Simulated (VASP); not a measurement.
A run of VASP 6.6.1 is set up as follows.

POSCAR

```
HfO2
1.0
    5.2465062900      0.0000000000      0.0000000000
    0.0000000000      5.0303689240      0.0000000000
    0.0000000000      0.0000000000      5.0087060249
Hf O
4 8
Direct
    0.0323640815      0.2672577760      0.2424731345
    0.4676359185      0.2672577760      0.7424731345
    0.5323640815      0.7327422240      0.2424731345
    0.9676359185      0.7327422240      0.7424731345
    0.3687340064      0.0722166808      0.3782302103
    0.1312659936      0.0722166808      0.8782302103
    0.7335944393      0.4600451674      0.4922966551
    0.7664055607      0.4600451674      0.9922966551
    0.2664055607      0.5399548326      0.9922966551
    0.2335944393      0.5399548326      0.4922966551
    0.8687340064      0.9277833192      0.3782302103
    0.6312659936      0.9277833192      0.8782302103
```

The input INCAR.step1:

```
PREC = Accurate
ENCUT = 520
ISMEAR = 0
SIGMA = 0.01
LREAL = False
LASPH = True
NELM = 100
NBANDS = 56
GGA = PE
ALGO = Normal
EDIFF = 1E-4
LWAVE = True
LCHARG = False
```

INCAR.step2

```
PREC = Accurate
ENCUT = 520
EDIFF = 1E-6
ISMEAR = 0
SIGMA = 0.01
LREAL = False
LASPH = True
NELM = 100
ALGO = Normal
ISIF = 2
LWAVE = False
LCHARG = False
METAGGA = R2SCAN
LMIXTAU = True
NBANDS = 56
ISTART = 1
```

File KPOINTS:

```
Automatic mesh
0
Gamma
  6 6 6
```

Potentials or basis: VASP PAW PBE potentials, release 64 (Hf_pv, O).

Run with:

```bash
$ cat potpaw_PBE.64/Hf_pv/POTCAR potpaw_PBE.64/O/POTCAR > POTCAR
$ cp INCAR.step1 INCAR
$ mpirun -np 1 vasp_std > vasp.out
$ cp INCAR.step2 INCAR
$ mpirun -np 1 vasp_std > vasp.out
```

Problem. Estimate the pressure.

Solution. -1.4 GPa.

Problem. What does it give for the largest force?

Solution. 0.069 eV/Å.

Forces in eV/Å, atoms in the order of the input:
```
Hf   0.049 -0.012 -0.046
Hf  -0.049 -0.012 -0.046
Hf   0.049  0.012 -0.046
Hf  -0.049  0.012 -0.046
O   -0.021 -0.018  0.016
O    0.021 -0.018  0.016
O   -0.024  0.037  0.030
O    0.024  0.037  0.030
O    0.024 -0.037  0.030
O   -0.024 -0.037  0.030
O   -0.021  0.018  0.016
O    0.021  0.018  0.016
```

Caveat: the cell differs from its parent crystal (uniaxial z strain -1.0%); the PAW data sets were made with another functional, which shifts forces and pressure a little.
